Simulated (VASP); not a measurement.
Write the native input for VASP 6.6.1 that does the following.

```
Task                   : single point
Functional             : PBE
Potentials or basis    : VASP PAW PBE potentials, release 64 (Al, Ni)
Cutoff                 : 520 eV
k mesh                 : 10 × 10 × 10
Occupations            : fermi-dirac, width 0.03 eV
Spin                   : collinear spin, ferrimagnetic start
Starting moments       : [0.0, 0.3, 0.3, -0.3] μB
Dipole correction      : no
Further INCAR settings : ALGO = Normal; EDIFF = 1e-07; NBANDS = 28
```

The structure of AlNi3 lies in POSCAR:

```
AlNi3
1.0
    3.5230547267      0.0000000000      0.0000000000
    0.0000000000      3.5230547267      0.0000000000
    0.0000000000      0.0000000000      3.5230547267
Al Ni
1 3
Direct
    0.0000000000      0.0000000000      0.0000000000
    0.0000000000      0.5000000000      0.5000000000
    0.5000000000      0.0000000000      0.5000000000
    0.5000000000      0.5000000000      0.0000000000
```

One way to write it, as run:

INCAR

```
  PREC = Accurate
  ENCUT = 520
  EDIFF = 1E-7
  ISMEAR = -1
  SIGMA = 0.03
  LREAL = F
  LASPH = T
  NELM = 150
  ALGO = Normal
  ISIF = 2
  LWAVE = F
  LCHARG = T
  ISPIN = 2
  MAGMOM = 0 0.3 0.3 -0.3
  LORBIT = 11
  LMAXMIX = 4
  GGA = PE
  LELF = T
  LVHAR = T
  NBANDS = 28
```

KPOINTS

```
regular mesh
0
Gamma
  10 10 10
```

Potentials or basis: VASP PAW PBE potentials, release 64 (Al, Ni).

Command:

```bash
$ cat potpaw_PBE.64/Al/POTCAR potpaw_PBE.64/Ni/POTCAR > POTCAR
$ mpirun -np 1 vasp_std > vasp.out
```

Results of the run:

```yaml
Pressure: 7.0 GPa
Net_moment: 0.00 μB per cell
Valence_electrons_inside_the_program's_atomic_spheres: Al 0.82; Ni 9.45
```

Caveat: the cell stands under pressure.

Wall time 2.8 min on 1 thread of Intel(R) Xeon(R) 6975P-C (Granite Rapids), with other jobs on the host, peak memory 0.34 GiB.
